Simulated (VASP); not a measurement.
LiH, 4 atoms in the cell. It takes space group P6_3/mmc (No. 194, hexagonal). Conventional cell: a = 2.782 Å, b = 2.782 Å, c = 4.873 Å, α = 90.00°, β = 90.00°, γ = 120.00°. Li (site symmetry -3m) has 6 H at 2.02 Å and 2 Li at 2.44 Å within 2.7 Å. H (site symmetry -6m2) has 6 Li at 2.02 Å within 2.7 Å. 

```yaml
Program: VASP 6.6.1
Task: single point
Functional: PBE
Potentials_or_basis: VASP PAW PBE potentials, release 64 (Li_sv, H)
Cutoff: 520 eV
k_mesh: 6 × 6 × 4
Occupations: gaussian, width 0.01 eV
Spin: no spin polarisation
Dipole_correction: no
Further_INCAR_settings: ALGO = Normal; EDIFF = 1e-06; NBANDS = 12
```

Potentials or basis: VASP PAW PBE potentials, release 64 (Li_sv, H).

Command:

```bash
$ cat potpaw_PBE.64/Li_sv/POTCAR potpaw_PBE.64/H/POTCAR > POTCAR
$ mpirun -np 1 vasp_std > vasp.out
```

Hardware: 1 thread of AMD EPYC 7R13 Processor (Zen 3), on a shared host.

Q: How long does it take, and how much memory?

A: Run time: 13 s on 1 thread of AMD EPYC 7R13 Processor (Zen 3) (shared host), peak memory 0.11 GiB. Counts: scf iterations 14, k points 21.
